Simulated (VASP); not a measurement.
# BaTiO3 (R3m) in VASP: further runs, part 3 of 3

VASP 6.6.1. Earlier steps stand in the parts before.

**4. Single point, PBE (strained)**

Contents of INCAR:

```
SYSTEM = BaTiO3
  ALGO = Normal
  EDIFF = 1E-6
  ENCUT = 520
  GGA = PE
  ISIF = 2
  ISMEAR = 0
  LASPH = .TRUE.
  LCHARG = .FALSE.
  LREAL = .FALSE.
  LWAVE = .FALSE.
  NBANDS = 28
  NELM = 60
  PREC = Accurate
  SIGMA = 0.02
```

Contents of KPOINTS:

```
k-points
0
G
  9 9 9
  0 0 0
```

Contents of POSCAR:

```
BaTiO3
1.0
    2.9324315515      1.6930401456      2.4393208978
   -2.9324315515      1.6930401456      2.4393208978
    0.0000000000     -3.3860802913      2.4393208978
Ba Ti O
1 1 3
Direct
    0.0239433844      0.0239433844      0.0239433844
    0.4479175783      0.4479175783      0.4479175783
    0.5050253713      0.5050253713      0.0372882946
    0.0372882946      0.5050253713      0.5050253713
    0.5050253713      0.0372882946      0.5050253713
```

Potentials or basis: VASP PAW PBE potentials, release 64 (Ba_sv, Ti_sv, O).

The run is started by

```console
> cat potpaw_PBE.64/Ba_sv/POTCAR potpaw_PBE.64/Ti_sv/POTCAR potpaw_PBE.64/O/POTCAR > POTCAR
> mpirun -np 1 vasp_std > vasp.out
```

OUTCAR:

```text
SYSTEM = BaTiO3
   EDIFF = 1E-6
   ENCUT = 520
   GGA = PE
   ISIF = 2
   ISMEAR = 0
   LASPH = .TRUE.
   LREAL = .FALSE.
   NELM = 60
   PREC = Accurate

 ion  position               nearest neighbor table
   1  0.024  0.024  0.024-   3 2.86   4 2.86   5 2.86   4 2.94   5 2.94   4 2.94   5 2.94   3 2.94
                             3 2.94   3 3.08   5 3.08   4 3.08   2 3.10   2 3.45   2 3.45   2 3.45
   2  0.448  0.448  0.448-   4 1.74   5 1.74   3 1.74   1 3.10   1 3.45   1 3.45   1 3.45   1 3.82
                             1 3.82   1 3.82
   3  0.505  0.505  0.037-   2 1.74   1 2.86   1 2.94   1 2.94   1 3.08
   4  0.037  0.505  0.505-   2 1.74   1 2.86   1 2.94   1 2.94   1 3.08
   5  0.505  0.037  0.505-   2 1.74   1 2.86   1 2.94   1 2.94   1 3.08

  LATTYP: Found a trigonal (rhomboedric) cell.
 ALAT       =     4.1732273100
 COS(alpha) =     0.0124895925

  Lattice vectors:

 A1 = (   2.9324315515,   1.6930401456,   2.4393208978)
 A2 = (  -2.9324315515,   1.6930401456,   2.4393208978)
 A3 = (   0.0000000000,  -3.3860802913,   2.4393208978)

Analysis of symmetry for initial positions (statically):
=====================================================================
 Subroutine PRICEL returns:
 Original cell was already a primitive cell.

 Routine SETGRP: Setting up the symmetry group for a
 trigonal (rhombohedral) supercell.

 Subroutine GETGRP returns: Found  6 space group operations
 (whereof  6 operations were pure point group operations)
 out of a pool of 12 trial point group operations.

The static configuration has the point symmetry C_3v.

Analysis of symmetry for dynamics (positions and initial velocities):
=====================================================================
 Subroutine PRICEL returns:
 Original cell was already a primitive cell.

 Routine SETGRP: Setting up the symmetry group for a
 trigonal (rhombohedral) supercell.

 Subroutine GETGRP returns: Found  6 space group operations
 (whereof  6 operations were pure point group operations)
 out of a pool of 12 trial point group operations.

The dynamic configuration has the point symmetry C_3v.

 Subroutine INISYM returns: Found  6 space group operations
 (whereof  6 operations are pure point group operations),
 and found     1 'primitive' translations

----------------------------------------------------------------------------------------

                                     Primitive cell

  volume of cell :      72.6633

  direct lattice vectors                    reciprocal lattice vectors
     2.932431552  1.693040146  2.439320898     0.170506964  0.098442241  0.136650054
    -2.932431552  1.693040146  2.439320898    -0.170506964  0.098442241  0.136650054
     0.000000000 -3.386080291  2.439320898     0.000000000 -0.196884483  0.136650054

  length of vectors
     4.173227310  4.173227310  4.173227310     0.239659627  0.239659627  0.239659627

  position of ions in fractional coordinates (direct lattice)
     0.023943384  0.023943384  0.023943384
     0.447917578  0.447917578  0.447917578
     0.505025371  0.505025371  0.037288295
     0.037288295  0.505025371  0.505025371
     0.505025371  0.037288295  0.505025371

  ion indices of the primitive-cell ions
   primitive index   ion index
                 1           1
                 2           2
                 3           3
                 4           4
                 5           5

[... 21 lines left out ...]
 Subroutine IBZKPT returns following result:
 ===========================================

 Found     85 irreducible k-points:

 Following reciprocal coordinates:
            Coordinates               Weight
  0.000000  0.000000  0.000000      1.000000
  0.111111  0.000000  0.000000      6.000000
  0.222222  0.000000  0.000000      6.000000
  0.333333  0.000000  0.000000      6.000000
  0.444444  0.000000  0.000000      6.000000
  0.111111  0.111111  0.000000      6.000000
[... 16 lines left out ...]
 -0.333333  0.333333  0.000000      6.000000
  0.444444  0.444444  0.000000      6.000000
 [... further k-points ...]
   k-points           NKPTS =     85   k-points in BZ     NKDIM =     85   number of bands    NBANDS=     28
   number of dos      NEDOS =    301   number of ions     NIONS =      5
   total plane-waves  NPLWV =  32768
   dimension x,y,z NGX =    32 NGY =   32 NGZ =   32
   dimension x,y,z NGXF=    64 NGYF=   64 NGZF=   64
   ions per type =               1   1   3
   NGX,Y,Z   is equivalent  to a cutoff of  12.75, 12.75, 12.75 a.u.
   NGXF,Y,Z  is equivalent  to a cutoff of  25.50, 25.50, 25.50 a.u.
 SYSTEM =  BaTiO3
   PREC   = accura    normal or accurate (medium, high low for compatibility)
   ISTART =      0    job   : 0-new  1-cont  2-samecut
   ICHARG =      2    charge: 1-file 2-atom 10-const
   ISPIN  =      1    spin polarized calculation?
   LNONCOLLINEAR =      F non collinear calculations
   LSORBIT =      F    spin-orbit coupling
   LASPH  =      T    aspherical Exc in radial PAW
   ENCUT  =  520.0 eV  38.22 Ry    6.18 a.u.   7.76  7.76  7.76*2*pi/ulx,y,z
   NELM   =     60;   NELMIN=  2; NELMDL= -5     # of ELM steps
   EDIFF  = 0.1E-05   stopping-criterion for ELM
   LREAL  =      F    real-space projection
   EDIFFG = 0.1E-04   stopping-criterion for IOM
   NSW    =      0    number of steps for IOM
   IBRION =     -1    ionic relax: 0-MD 1-quasi-New 2-CG
   NFREE  =      0    steps in history (QN), initial steepest desc. (CG)
   ISIF   =      2    stress and relaxation
   ISYM   =      2    0-nonsym 1-usesym 2-fastsym
   POTIM  = 0.5000    time-step for ionic-motion
   TEBEG  =    0.0;   TEEND  =   0.0 temperature during run
   PSTRESS=    0.0 pullay stress
   NELECT =      40.0000    total number of electrons
   NUPDOWN=      -1.0000    fix difference up-down
   EMIN   =  10.00;   EMAX   =-10.00  energy-range for DOS
   EFERMI =   0.00;   METHOD = LEGACY
   ISMEAR =     0;   SIGMA  =   0.02  broadening in eV -4-tet -1-fermi 0-gaus
   EFERMI_NEDOS =   21; number of points for ismear=-14 and -15
   IALGO  =     38    algorithm
   IMIX   =      4    mixing-type and parameters
     AMIX     =   0.40;   BMIX     =  1.00
     AMIX_MAG =   1.60;   BMIX_MAG =  1.00
  volume/ion in A,a.u.               =      14.53        98.07
  Fermi-wavevector in a.u.,A,eV,Ry     =   1.341703  2.535451 24.492758  1.800167
  Thomas-Fermi vector in A             =   2.469915
   LORBIT       =      0    0 simple, 1 ext, 2 COOP (PROOUT), +10 PAW based schemes
   GGA     = PE    functional components
   LHFCALC =     F    Hartree Fock is set to
   AEXX    =    0.0000 exact exchange contribution
   IVDW    =     0    specifies the selected vdW correction
   LEPSILON=     F    determine dielectric tensor
   LRPA    =     F    only Hartree local field effects (RPA)
 non-spin polarized calculation
 Gauss-broadening in eV      SIGMA  =   0.02
  energy-cutoff  :      520.00
  volume of cell :       72.66
 maximum number of plane-waves:      1976
   NGX = 15   NGY = 15   NGZ = 15

 number of electron      39.9999986 magnetization

 Free energy of the ion-electron system (eV)
  ---------------------------------------------------
  ext. energy  EPLUGINS =         0.00000000
  ---------------------------------------------------
  free energy    TOTEN  =       -39.31698885 eV

  energy without entropy =      -39.31698885  energy(sigma->0) =      -39.31698885

 E-fermi :   2.8518     XC(G=0): -10.4767

 val. band max:        2.6193307239   @ k =   0.4444   0.4444   0.4444
 cond. band min:       6.4507267644   @ k =  -0.2222   0.2222   0.1111
 fundamental gap:      3.8313960405
 Fermi energy:         2.8517634494

 k-point     1 :       0.0000    0.0000    0.0000
  band No.  band energies     occupation
      1     -52.6861      2.00000
      2     -29.1325      2.00000
      3     -29.1325      2.00000
      4     -29.0749      2.00000
      5     -22.5564      2.00000
      6     -13.6782      2.00000
[... 733 lines left out ...]
     27      10.2398      0.00000
     28      11.6000      0.00000

 [... further k-points ...]
[... 5 lines left out ...]
  --------------------------------------------------------------------------------------
  -------------------------------------------------------------------------------------
  Total        3.4374242      3.4374242      3.1177883      0.0000000     -0.0000000      0.0000000
  in kB       75.7928759     75.7928759     68.7451200      0.0000000     -0.0000000      0.0000000
  external PRESSURE =      73.4436239 kB  Pullay stress =       0.0000000 kB

 VOLUME and BASIS-vectors are now :
 -----------------------------------------------------------------------------
  energy-cutoff  :      520.00
  volume of cell :       72.66
      direct lattice vectors                 reciprocal lattice vectors
     2.932431552  1.693040146  2.439320898     0.170506964  0.098442241  0.136650054
    -2.932431552  1.693040146  2.439320898    -0.170506964  0.098442241  0.136650054
     0.000000000 -3.386080291  2.439320898     0.000000000 -0.196884483  0.136650054

 POSITION                                       TOTAL-FORCE (eV/Angst)
 -----------------------------------------------------------------------------------
      0.00000     -0.00000      0.17522         0.000000      0.000000     -1.563663
      0.00000     -0.00000      3.27784         0.000000     -0.000000      4.813814
      0.00000      1.58380      2.55480         0.000000      2.009913     -1.083384
     -1.37161     -0.79190      2.55480        -1.740636     -1.004957     -1.083384
      1.37161     -0.79190      2.55480         1.740636     -1.004957     -1.083384
 -----------------------------------------------------------------------------------
    total drift:                                0.000000     -0.000001     -0.000785

  FREE ENERGIE OF THE ION-ELECTRON SYSTEM (eV)
  ---------------------------------------------------
  free  energy   TOTEN  =       -39.3169888541 eV

  energy  without entropy=      -39.3169888541  energy(sigma->0) =      -39.31698885
```

OSZICAR:

```text
N       E                     dE             d eps       ncg     rms          rms(c)
DAV:   1     0.437734739340E+03    0.43773E+03   -0.20743E+04  4760   0.151E+03
DAV:   2    -0.147925634555E+01   -0.43921E+03   -0.41877E+03  5500   0.418E+02
DAV:   3    -0.464018543318E+02   -0.44923E+02   -0.44564E+02  6540   0.134E+02
DAV:   4    -0.486034096498E+02   -0.22016E+01   -0.21954E+01  7252   0.258E+01
DAV:   5    -0.486638321860E+02   -0.60423E-01   -0.60412E-01  6528   0.348E+00    0.279E+01
DAV:   6    -0.398210910507E+02    0.88427E+01   -0.54251E+01  7312   0.719E+01    0.115E+01
DAV:   7    -0.395200867225E+02    0.30100E+00   -0.14671E+01  6632   0.320E+01    0.957E+00
DAV:   8    -0.392972152533E+02    0.22287E+00   -0.71220E-01  6168   0.945E+00    0.401E+00
DAV:   9    -0.393296558821E+02   -0.32441E-01   -0.29986E-01  7324   0.501E+00    0.144E+00
DAV:  10    -0.393180877859E+02    0.11568E-01   -0.12105E-01  6616   0.373E+00    0.351E-01
DAV:  11    -0.393172439257E+02    0.84386E-03   -0.13455E-02  6252   0.796E-01    0.183E-01
DAV:  12    -0.393170101047E+02    0.23382E-03   -0.25984E-03  7708   0.466E-01    0.863E-02
DAV:  13    -0.393170103893E+02   -0.28455E-06   -0.53693E-04  6728   0.272E-01    0.492E-02
DAV:  14    -0.393169890143E+02    0.21375E-04   -0.72362E-05  6448   0.953E-02    0.838E-03
DAV:  15    -0.393169888541E+02    0.16022E-06   -0.62859E-06  6520   0.189E-02
   1 F= -.39316989E+02 E0= -.39316989E+02  d E =-.682165E-63
```

stdout:

```text
POSCAR found type information on POSCAR BaTiO
 POSCAR found :  3 types and       5 ions
 scaLAPACK will be used
 LDA part: xc-table for (Slater+PW92), standard interpolation
 POSCAR, INCAR and KPOINTS ok, starting setup
 FFT: planning ... GRIDC
 FFT: planning ... GRID_SOFT
 FFT: planning ... GRID
 WAVECAR not read
 entering main loop
```

It used 440 s of CPU time on 1 thread of AMD EPYC 7R13 Processor (Zen 3), with other jobs on the host.

Results:

| Quantity | Value |
| --- | --- |
| Free energy | -39.3170 eV |
| Pressure | 7.3 GPa |
| Largest force | 4.814 eV/Å |
| Band gap on the k mesh | 3.83 eV, indirect (least direct gap 4.19 eV) |

Forces in eV/Å, atoms in the order of the input:
```
Ba   0.000  0.000 -1.564
Ti   0.000  0.000  4.814
O    0.000  2.010 -1.083
O   -1.741 -1.005 -1.083
O    1.741 -1.005 -1.083
```

Stress tensor (GPa, compression positive):
```
7.58 0.00 0.00
0.00 7.58 0.00
0.00 0.00 6.87
```

Caveat: the cell differs from its parent crystal (strained); spin-orbit coupling is left out, which moves the levels of the heavy elements; forces of over 1 eV/Å act on the atoms, so gaps and moduli don't describe the material at rest. A k mesh can miss the band edges.

**5. Summary**

```tsv
cell	k mesh	gap on the mesh (eV)	pressure (GPa)	largest force (eV/Å)
a = 4.140 Å, angles 89.4°, 5 atoms	6 × 6 × 6	2.88	-3.2	0.11
a = 4.191 Å, angles 89.2°, 5 atoms	6 × 6 × 6	3.00	-5.2	0.13
a = 4.173 Å, angles 89.3°, 5 atoms	9 × 9 × 9	3.83	7.3	4.81
```

Alike in all rows: task single point; level PBE; potentials or basis VASP PAW PBE potentials, release 64 (Ba_sv, Ti_sv, O); no spin polarisation; cutoff (eV) 520; smearing gaussian 0.02 eV.

Caveats: spin-orbit coupling is left out, which moves the levels of the heavy elements; forces of over 1 eV/Å act on the atoms, so gaps and moduli don't describe the material at rest (some runs).

Total energies depend on the potentials used, so only differences within one code and one set of settings carry meaning.
